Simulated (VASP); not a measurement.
# Te (P3_121) in VASP: further runs

Runs on Te. Level: LDA. Tasks: single point.

All numbers are computed with VASP 6.6.1; they aren't measurements. Logs are shortened: lines on timing, memory, paths and dates and some standing lists are left out, and cuts for length are marked.

## Step 1: The cell of the first run

The structure is trigonal, space group P3_121 (No. 152). The conventional cell has a = 4.297 Å, b = 4.297 Å, c = 5.904 Å, α = 90.00°, β = 90.00°, γ = 120.00°. Within 3.8 Å of Te (site symmetry 2) lie 6 Te at 2.90 to 3.32 Å.

## Step 2: Single point, LDA

File INCAR:

```
SYSTEM = Te
PREC     = Accurate       ! precision mode
ENCUT    = 520            ! plane-wave cutoff, eV
EDIFF    = 1E-6           ! SCF threshold, eV
ISMEAR   = 1              ! smearing method
SIGMA    = 1.0            ! smearing width, eV
LREAL    = .FALSE.        ! projectors in reciprocal space
LASPH    = .TRUE.         ! aspherical terms in the spheres
NELM     = 60             ! most SCF steps
ALGO     = Normal         ! electronic algorithm
ISIF     = 2              ! what is computed and relaxed
LWAVE    = .FALSE.        ! write WAVECAR
LCHARG   = .TRUE.         ! write CHGCAR
GGA      = CA             ! functional
LELF     = .TRUE.         ! ELF
LVHAR    = .TRUE.       
NBANDS   = 16             ! bands
```

File KPOINTS:

```
regular mesh
0
G
  9 9 6
  0 0 0
```

File POSCAR:

```
Te
1.0
    4.2966332825      0.0000000000      0.0000000000
   -2.1483166412      3.7209935734      0.0000000000
    0.0000000000      0.0000000000      5.9041060663
Te
3
Direct
    0.2855404168      1.0000000000      0.3333333333
    1.0000000000      0.2855404168      0.6666666667
    0.7144595832      0.7144595832      1.0000000000
```

Potentials or basis: VASP PAW LDA potentials, release 64 (Te).

Launch:

```console
cat potpaw_LDA.64/Te/POTCAR > POTCAR
mpirun -np 1 vasp_std > vasp.out
```

OUTCAR:

```text
SYSTEM = Te
   PREC = Accurate
   ENCUT = 520
   EDIFF = 1E-6
   ISMEAR = 1
   LREAL = .FALSE.
   LASPH = .TRUE.
   NELM = 60
   ISIF = 2
   GGA = CA

 ion  position               nearest neighbor table
   1  0.286  0.000  0.333-   3 2.90   2 2.90   3 3.32   3 3.32   2 3.32   2 3.32
   2  0.000  0.286  0.667-   3 2.90   1 2.90   3 3.32   3 3.32   1 3.32   1 3.32
   3  0.714  0.714  0.000-   2 2.90   1 2.90   2 3.32   1 3.32   1 3.32   2 3.32

  LATTYP: Found a hexagonal cell.
 ALAT       =     4.2966332825
 C/A-ratio  =     1.3741238030

  Lattice vectors:

 A1 = (   4.2966332825,   0.0000000000,   0.0000000000)
 A2 = (  -2.1483166412,   3.7209935734,   0.0000000000)
 A3 = (   0.0000000000,   0.0000000000,   5.9041060663)

Analysis of symmetry for initial positions (statically):
=====================================================================
 Subroutine PRICEL returns:
 Original cell was already a primitive cell.

 Routine SETGRP: Setting up the symmetry group for a
 hexagonal supercell.

 Subroutine GETGRP returns: Found  6 space group operations
 (whereof  2 operations were pure point group operations)
 out of a pool of 24 trial point group operations.

The static configuration has the point symmetry C_2 .
 The point group associated with its full space group is D_3 .

Analysis of symmetry for dynamics (positions and initial velocities):
=====================================================================
 Subroutine PRICEL returns:
 Original cell was already a primitive cell.

 Routine SETGRP: Setting up the symmetry group for a
 hexagonal supercell.

 Subroutine GETGRP returns: Found  6 space group operations
 (whereof  2 operations were pure point group operations)
 out of a pool of 24 trial point group operations.

The dynamic configuration has the point symmetry C_2 .
 The point group associated with its full space group is D_3 .

 Subroutine INISYM returns: Found  6 space group operations
 (whereof  2 operations are pure point group operations),
 and found     1 'primitive' translations

----------------------------------------------------------------------------------------

                                     Primitive cell

  volume of cell :      94.3933

  direct lattice vectors                    reciprocal lattice vectors
     4.296633283  0.000000000  0.000000000     0.232740365  0.134372713  0.000000000
    -2.148316641  3.720993573  0.000000000     0.000000000  0.268745425  0.000000000
     0.000000000  0.000000000  5.904106066     0.000000000  0.000000000  0.169373651

  length of vectors
     4.296633283  4.296633282  5.904106066     0.268745425  0.268745425  0.169373651

  position of ions in fractional coordinates (direct lattice)
     0.285540417  0.000000000  0.333333333
     0.000000000  0.285540417  0.666666667
     0.714459583  0.714459583  0.000000000

  ion indices of the primitive-cell ions
   primitive index   ion index
                 1           1
                 2           2
                 3           3

----------------------------------------------------------------------------------------

 KPOINTS: regular mesh

Automatic generation of k-mesh.
 Grid dimensions read from file:
 generate k-points for:    9    9    6

 Generating k-lattice:

  Cartesian coordinates                     Fractional coordinates (reciprocal lattice)
     0.025860041  0.014930301  0.000000000     0.111111111  0.000000000  0.000000000
     0.000000000  0.029860603  0.000000000     0.000000000  0.111111111  0.000000000
     0.000000000  0.000000000  0.028228942     0.000000000  0.000000000  0.166666667

  Length of vectors
     0.029860603  0.029860603  0.028228942

  Shift w.r.t. Gamma in fractional coordinates (k-lattice)
     0.000000000  0.000000000  0.000000000

 Subroutine IBZKPT returns following result:
 ===========================================

 Found     62 irreducible k-points:

 Following reciprocal coordinates:
            Coordinates               Weight
  0.000000  0.000000  0.000000      1.000000
  0.111111  0.000000  0.000000      6.000000
  0.222222  0.000000  0.000000      6.000000
  0.333333  0.000000  0.000000      6.000000
  0.444444  0.000000  0.000000      6.000000
  0.111111  0.111111  0.000000      6.000000
[... 16 lines left out ...]
  0.222222  0.111111  0.166667     12.000000
 -0.111111  0.333333  0.166667     12.000000
 [... further k-points ...]
   k-points           NKPTS =     62   k-points in BZ     NKDIM =     62   number of bands    NBANDS=     16
   number of dos      NEDOS =    301   number of ions     NIONS =      3
   total plane-waves  NPLWV =  49152
   dimension x,y,z NGX =    32 NGY =   32 NGZ =   48
   dimension x,y,z NGXF=    64 NGYF=   64 NGZF=   96
   ions per type =               3
   NGX,Y,Z   is equivalent  to a cutoff of  12.38, 12.38, 13.52 a.u.
   NGXF,Y,Z  is equivalent  to a cutoff of  24.76, 24.76, 27.03 a.u.
 SYSTEM =  Te
   PREC   = accura    normal or accurate (medium, high low for compatibility)
   ISTART =      0    job   : 0-new  1-cont  2-samecut
   ICHARG =      2    charge: 1-file 2-atom 10-const
   ISPIN  =      1    spin polarized calculation?
   LNONCOLLINEAR =      F non collinear calculations
   LSORBIT =      F    spin-orbit coupling
   LASPH  =      T    aspherical Exc in radial PAW
   ENCUT  =  520.0 eV  38.22 Ry    6.18 a.u.   7.99  7.99 10.98*2*pi/ulx,y,z
   NELM   =     60;   NELMIN=  2; NELMDL= -5     # of ELM steps
   EDIFF  = 0.1E-05   stopping-criterion for ELM
   LREAL  =      F    real-space projection
   EDIFFG = 0.1E-04   stopping-criterion for IOM
   NSW    =      0    number of steps for IOM
   IBRION =     -1    ionic relax: 0-MD 1-quasi-New 2-CG
   NFREE  =      0    steps in history (QN), initial steepest desc. (CG)
   ISIF   =      2    stress and relaxation
   ISYM   =      2    0-nonsym 1-usesym 2-fastsym
   POTIM  = 0.5000    time-step for ionic-motion
   TEBEG  =    0.0;   TEEND  =   0.0 temperature during run
   PSTRESS=    0.0 pullay stress
   NELECT =      18.0000    total number of electrons
   NUPDOWN=      -1.0000    fix difference up-down
   EMIN   =  10.00;   EMAX   =-10.00  energy-range for DOS
   EFERMI =   0.00;   METHOD = LEGACY
   ISMEAR =     1;   SIGMA  =   1.00  broadening in eV -4-tet -1-fermi 0-gaus
   EFERMI_NEDOS =   21; number of points for ismear=-14 and -15
   IALGO  =     38    algorithm
   IMIX   =      4    mixing-type and parameters
     AMIX     =   0.40;   BMIX     =  1.00
     AMIX_MAG =   1.60;   BMIX_MAG =  1.00
  volume/ion in A,a.u.               =      31.46       212.33
  Fermi-wavevector in a.u.,A,eV,Ry     =   0.942291  1.780672 12.080790  0.887913
  Thomas-Fermi vector in A             =   2.069886
   LORBIT       =      0    0 simple, 1 ext, 2 COOP (PROOUT), +10 PAW based schemes
   GGA     = CA    functional components
   LHFCALC =     F    Hartree Fock is set to
   AEXX    =    0.0000 exact exchange contribution
   IVDW    =     0    specifies the selected vdW correction
   LEPSILON=     F    determine dielectric tensor
   LRPA    =     F    only Hartree local field effects (RPA)
 non-spin polarized calculation
 Methfessel and Paxton  Order N= 1 SIGMA  =   1.00
  energy-cutoff  :      520.00
  volume of cell :       94.39
 maximum number of plane-waves:      2562
   NGX = 15   NGY = 15   NGZ = 21

 number of electron      17.9999999 magnetization

 Free energy of the ion-electron system (eV)
  ---------------------------------------------------
  ext. energy  EPLUGINS =         0.00000000
  ---------------------------------------------------
  free energy    TOTEN  =       -11.30431831 eV

  energy without entropy =      -11.49478275  energy(sigma->0) =      -11.36780646

 E-fermi :   6.8131     XC(G=0):  -9.6464

 val. band max:        6.5854267998   @ k =   0.0000   0.3333   0.3333
 cond. band min:       6.8340925322   @ k =   0.3333   0.3333   0.5000
 fundamental gap:      0.2486657324
 Fermi energy:         6.8131486749

 k-point     1 :       0.0000    0.0000    0.0000
  band No.  band energies     occupation
      1      -7.2634      2.00000
      2      -3.7944      2.00000
      3      -3.7944      2.00000
      4       3.7924      2.00017
      5       4.1743      2.00122
      6       4.1743      2.00122
[... 8 lines left out ...]
     15      12.8737     -0.00000
     16      12.8737     -0.00000

 k-point     2 :       0.1111    0.0000    0.0000
  band No.  band energies     occupation
      1      -7.1620      2.00000
      2      -3.8043      2.00000
      3      -3.7604      2.00000
      4       2.9600      2.00000
      5       3.5726      2.00005
      6       3.8017      2.00018
[... 8 lines left out ...]
     15      12.7631     -0.00000
     16      13.0706     -0.00000

 k-point     3 :       0.2222    0.0000    0.0000
  band No.  band energies     occupation
      1      -6.8669      2.00000
      2      -3.9004      2.00000
      3      -3.6643      2.00000
      4       1.9828      2.00000
      5       2.8293      2.00000
      6       3.3002      2.00001
[... 8 lines left out ...]
     15      13.0003     -0.00000
     16      13.8236     -0.00000

 k-point     4 :       0.3333    0.0000    0.0000
  band No.  band energies     occupation
      1      -6.4149      2.00000
      2      -4.2009      2.00000
      3      -3.5386      2.00000
      4       1.5499      2.00000
      5       2.2500      2.00000
      6       2.9065      2.00000
[... 8 lines left out ...]
     15      13.8686     -0.00000
     16      14.7885     -0.00000

 k-point     5 :       0.4444    0.0000    0.0000
  band No.  band energies     occupation
      1      -5.9394      2.00000
      2      -4.6300      2.00000
      3      -3.4466      2.00000
      4       1.5917      2.00000
      5       2.0305      2.00000
      6       2.7054      2.00000
[... 8 lines left out ...]
     15      15.2485     -0.00000
     16      15.7166     -0.00000

 k-point     6 :       0.1111    0.1111    0.0000
  band No.  band energies     occupation
      1      -6.9635      2.00000
      2      -3.8340      2.00000
      3      -3.7198      2.00000
      4       2.3156      2.00000
      5       2.6409      2.00000
      6       3.9446      2.00038
[... 8 lines left out ...]
     15      13.1719     -0.00000
     16      13.5380     -0.00000
[... 267 lines left out ...]
 k-point    21 :       0.0000    0.4444    0.1667
  band No.  band energies     occupation
      1      -5.8455      2.00000
      2      -4.7988      2.00000
      3      -3.3661      2.00000
      4       1.1636      2.00000
      5       1.8522      2.00000
      6       2.8105      2.00000
[... 8 lines left out ...]
     15      14.8559     -0.00000
     16      15.4472     -0.00000

 k-point    22 :       0.1111    0.1111    0.1667
  band No.  band energies     occupation
      1      -6.8637      2.00000
      2      -4.6431      2.00000
      3      -2.9360      2.00000
      4       2.4220      2.00000
      5       2.7052      2.00000
      6       3.8114      2.00018
[... 8 lines left out ...]
     15      12.8712     -0.00000
     16      13.2783     -0.00000

 k-point    23 :       0.2222    0.1111    0.1667
  band No.  band energies     occupation
      1      -6.5003      2.00000
      2      -4.4665      2.00000
      3      -3.3150      2.00000
      4       1.9818      2.00000
      5       2.3918      2.00000
      6       3.5427      2.00004
[... 8 lines left out ...]
     15      13.3078     -0.00000
     16      13.9144     -0.00000

 k-point    24 :      -0.1111    0.3333    0.1667
  band No.  band energies     occupation
      1      -6.4879      2.00000
      2      -4.5904      2.00000
      3      -3.1107      2.00000
      4       1.5535      2.00000
      5       2.2297      2.00000
      6       3.2378      2.00001
[... 8 lines left out ...]
     15      13.8738     -0.00000
     16      14.7116     -0.00000

 [... further k-points ...]

------------------------ aborting loop because EDIFF is reached ----------------------------------------

  FORCE on cell =-STRESS in cart. coord.  units (eV):
  Direction    XX          YY          ZZ          XY          YZ          ZX
  --------------------------------------------------------------------------------------
  -------------------------------------------------------------------------------------
  Total       -0.0975722     -0.0975722     -0.1617346     -0.0000000      0.0000000      0.0000000
  in kB       -1.6561327     -1.6561327     -2.7451879     -0.0000000      0.0000000      0.0000000
  external PRESSURE =      -2.0191511 kB  Pullay stress =       0.0000000 kB

 VOLUME and BASIS-vectors are now :
 -----------------------------------------------------------------------------
  energy-cutoff  :      520.00
  volume of cell :       94.39
      direct lattice vectors                 reciprocal lattice vectors
     4.296633283  0.000000000  0.000000000     0.232740365  0.134372713  0.000000000
    -2.148316641  3.720993573  0.000000000     0.000000000  0.268745425  0.000000000
     0.000000000  0.000000000  5.904106066     0.000000000  0.000000000  0.169373651

 POSITION                                       TOTAL-FORCE (eV/Angst)
 -----------------------------------------------------------------------------------
      1.22686      0.00000      1.96804         0.138298     -0.000000      0.000000
     -0.61343      1.06249      3.93607        -0.069149      0.119770      0.000000
      1.53489      2.65850      0.00000        -0.069149     -0.119770      0.000000
 -----------------------------------------------------------------------------------
    total drift:                               -0.000000     -0.000000      0.000000

  FREE ENERGIE OF THE ION-ELECTRON SYSTEM (eV)
  ---------------------------------------------------
  free  energy   TOTEN  =       -11.3043183079 eV

  energy  without entropy=      -11.4947827516  energy(sigma->0) =      -11.36780646
```

It took 40 s on 1 thread of AMD EPYC 9R45 (Zen 5), shared host; peak memory 0.19 GiB.

What came out:

```yaml
Free_energy: -11.3043 eV
Pressure: -0.2 GPa
Largest_force: 0.138 eV/Å
Band_gap_on_the_k_mesh: zero (filled and empty bands touch)
```

Forces on the atoms (eV/Å):
```
Te   0.138  0.000  0.000
Te  -0.069  0.120  0.000
Te  -0.069 -0.120  0.000
```

Caveat: so wide a smearing shifts energies and pressures; spin-orbit coupling is left out, which moves the levels of the heavy elements.

## Step 3: Single point, LDA

File INCAR:

```
PREC = Accurate
ENCUT = 520
EDIFF = 1E-7
ISMEAR = -1
SIGMA = 0.05
LREAL = F
LASPH = T
NELM = 60
ALGO = Normal
ISIF = 2
LWAVE = F
LCHARG = T
GGA = CA
LELF = T
LVHAR = T
NBANDS = 16
```

File KPOINTS:

```
Automatic mesh
0
Gamma
  12 12 8
```

POSCAR is that of step 2.

Potentials or basis: VASP PAW LDA potentials, release 64 (Te).

Launch:

```console
cat potpaw_LDA.64/Te/POTCAR > POTCAR
mpirun -np 1 vasp_std > vasp.out
```

OUTCAR:

```text
PREC = Accurate
   ENCUT = 520
   EDIFF = 1E-7
   ISMEAR = -1
   LREAL = F
   LASPH = T
   NELM = 60
   ISIF = 2
   GGA = CA

 ion  position               nearest neighbor table
   1  0.286  0.000  0.333-   3 2.90   2 2.90   3 3.32   3 3.32   2 3.32   2 3.32
   2  0.000  0.286  0.667-   3 2.90   1 2.90   3 3.32   3 3.32   1 3.32   1 3.32
   3  0.714  0.714  0.000-   2 2.90   1 2.90   2 3.32   1 3.32   1 3.32   2 3.32

  LATTYP: Found a hexagonal cell.
 ALAT       =     4.2966332825
 C/A-ratio  =     1.3741238030

  Lattice vectors:
[... 648 lines left out ...]

  FORCE on cell =-STRESS in cart. coord.  units (eV):
  Direction    XX          YY          ZZ          XY          YZ          ZX
  --------------------------------------------------------------------------------------
  -------------------------------------------------------------------------------------
  Total       -0.0483957     -0.0483957      0.1343695     -0.0000000      0.0000000      0.0000000
  in kB       -0.8214409     -0.8214409      2.2807093     -0.0000000      0.0000000      0.0000000
  external PRESSURE =       0.2126092 kB  Pullay stress =       0.0000000 kB

 VOLUME and BASIS-vectors are now :
 -----------------------------------------------------------------------------
  energy-cutoff  :      520.00
  volume of cell :       94.39
      direct lattice vectors                 reciprocal lattice vectors
     4.296633283  0.000000000  0.000000000     0.232740365  0.134372713  0.000000000
    -2.148316641  3.720993573  0.000000000     0.000000000  0.268745425  0.000000000
     0.000000000  0.000000000  5.904106066     0.000000000  0.000000000  0.169373651

 POSITION                                       TOTAL-FORCE (eV/Angst)
 -----------------------------------------------------------------------------------
      1.22686      0.00000      1.96804         0.029868      0.000000      0.000000
     -0.61343      1.06249      3.93607        -0.014934      0.025866     -0.000000
      1.53489      2.65850      0.00000        -0.014934     -0.025866     -0.000000
 -----------------------------------------------------------------------------------
    total drift:                               -0.000000     -0.000000      0.000000

  FREE ENERGIE OF THE ION-ELECTRON SYSTEM (eV)
  ---------------------------------------------------
  free  energy   TOTEN  =       -11.4123693180 eV

  energy  without entropy=      -11.4116003334  energy(sigma->0) =      -11.41198483
```

OSZICAR:

```text
N       E                     dE             d eps       ncg     rms          rms(c)
DAV:   1     0.715884830390E+02    0.71588E+02   -0.65238E+03  4192   0.905E+02
DAV:   2    -0.673639777819E+01   -0.78325E+02   -0.74406E+02  5664   0.136E+02
DAV:   3    -0.113667143307E+02   -0.46303E+01   -0.46088E+01  5064   0.375E+01
DAV:   4    -0.114461253909E+02   -0.79411E-01   -0.79388E-01  6256   0.572E+00
DAV:   5    -0.114474889798E+02   -0.13636E-02   -0.13636E-02  5544   0.659E-01    0.135E+01
DAV:   6    -0.114223691585E+02    0.25120E-01   -0.12623E-02  5552   0.631E-01    0.838E+00
DAV:   7    -0.114128337435E+02    0.95354E-02   -0.26303E-02  5064   0.867E-01    0.267E-01
DAV:   8    -0.114123622912E+02    0.47145E-03   -0.41972E-03  4888   0.360E-01    0.134E-01
DAV:   9    -0.114123732580E+02   -0.10967E-04   -0.12402E-04  6032   0.729E-02    0.781E-02
DAV:  10    -0.114123698793E+02    0.33787E-05   -0.10429E-05  5384   0.188E-02    0.848E-03
DAV:  11    -0.114123693172E+02    0.56206E-06   -0.21005E-06  5592   0.839E-03    0.292E-03
DAV:  12    -0.114123693180E+02   -0.77148E-09   -0.28149E-07  5080   0.302E-03
   1 F= -.11412369E+02 E0= -.11411985E+02  d E =-.768985E-03
```

stdout:

```text
POSCAR found type information on POSCAR Te
 POSCAR found :  1 types and       3 ions
 scaLAPACK will be used
 LDA part: xc-table for (Slater(with rela. corr.)+CA(PZ))
 , standard interpolation
 POSCAR, INCAR and KPOINTS ok, starting setup
 FFT: planning ... GRIDC
 FFT: planning ... GRID_SOFT
 FFT: planning ... GRID
 WAVECAR not read
 entering main loop
```

It took 89 s on 1 thread of AMD EPYC 9R45 (Zen 5), shared host; peak memory 0.25 GiB.

Results:

```yaml
Free_energy: -11.4124 eV
Pressure: 0.0 GPa
Largest_force: 0.030 eV/Å
Band_gap_on_the_k_mesh: zero (filled and empty bands touch)
```

Forces in eV/Å, atoms in the order of the input:
```
Te   0.030  0.000  0.000
Te  -0.015  0.026  0.000
Te  -0.015 -0.026  0.000
```

Stress tensor (GPa, compression positive):
```
-0.08  0.00  0.00
 0.00 -0.08  0.00
 0.00  0.00  0.23
```

Levels at points of the mesh, in eV from the Fermi level:
| k point | band 5 | band 6 | band 7 | band 8 | band 9 | band 10 | band 11 | band 12 | band 13 | band 14 |
| --- | --- | --- | --- | --- | --- | --- | --- | --- | --- | --- |
| (0.00, 0.00, 0.00) | -2.69 | -2.69 | -1.89 | -1.89 | -1.26 | 0.94 | 0.94 | 1.59 | 4.73 | 4.73 |
| (0.50, 0.00, 0.00) | -4.80 | -4.16 | -4.05 | -0.91 | -0.78 | 0.47 | 0.50 | 2.28 | 3.80 | 7.66 |
| (0.00, 0.00, 0.50) | -2.79 | -2.79 | -1.36 | -0.94 | -0.94 | 0.14 | 0.20 | 0.20 | 3.55 | 4.92 |
| (0.50, 0.00, 0.50) | -3.81 | -3.78 | -2.91 | -2.63 | -0.35 | 0.30 | 2.00 | 2.61 | 4.13 | 4.60 |

Caveat: spin-orbit coupling is left out, which moves the levels of the heavy elements.

The gap in the log of VASP goes by the Fermi energy; the results here count the filled bands.